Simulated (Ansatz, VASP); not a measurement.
# LiBe in VASP and in Ansatz

Contents of INCAR:

```
SYSTEM = LiBe
PREC = Accurate ; ENCUT = 520
EDIFF = 1E-6 ; ISMEAR = 1
SIGMA = 0.1 ; LREAL = .False.
LASPH = .True. ; NELM = 60
ALGO = Normal ; ISIF = 2
LWAVE = .False. ; LCHARG = .False.
GGA = PS ; NBANDS = 10
```

Contents of KPOINTS:

```
Automatic mesh
0
Gamma
  9 9 9
  0 0 0
```

POSCAR

```
LiBe
1.0
    2.8111530000      0.0000000000      0.0000000000
    0.0000000000      2.8111530000      0.0000000000
    0.0000000000      0.0000000000      2.8111530000
Li Be
1 1
Direct
   -0.0177862962      0.0000000000      0.0000000000
    0.5000000000      0.5000000000      0.5000000000
```

Input for Ansatz:

```yaml
crystal:
  lattice:
    - [2.811153, 0.0, 0.0]
    - [0.0, 2.811153, 0.0]
    - [0.0, 0.0, 2.811153]
  atoms:
    - { symbol: Li, position: [-0.01778629622791787, 0.0, 0.0] }
    - { symbol: Be, position: [0.5, 0.5, 0.5] }
kpoints:
  mp_grid:
    grid: [9, 9, 9]
hamiltonian:
  xc: pbesol
scf:
  convergence:
    dr2_threshold: 1.0e-07
  occupations:
    method: cold
    width: 0.1
output:
  forces: true
```

Alike in both runs: task single point; functional PBEsol; k mesh 9 × 9 × 9; no spin polarisation.

|  | VASP | Ansatz |
| --- | --- | --- |
| version | VASP 6.6.1 | Ansatz 0.2.0 |
| potentials or method | VASP PAW PBE potentials, release 64 (Li_sv, Be) | plane waves, PAW |
| plane-wave cutoff (eV) | 520 | 420 |
| occupations | methfessel-paxton of order 1, width 0.1 eV | cold, width 0.1 eV |
| valence electrons in the cell | 5 | 5 |

|  | VASP | Ansatz | Ansatz less VASP |
| --- | --- | --- | --- |
| rms of the force components (eV/Å) | 0.128 | 0.128 | -0.0005 |

VASP's potentials were made for PBE, not for PBEsol. Atom by atom the forces differ by 0.001 eV/Å (rms over components).

Noted on VASP's run: the cutoff is short for stress, so the pressure is rough.
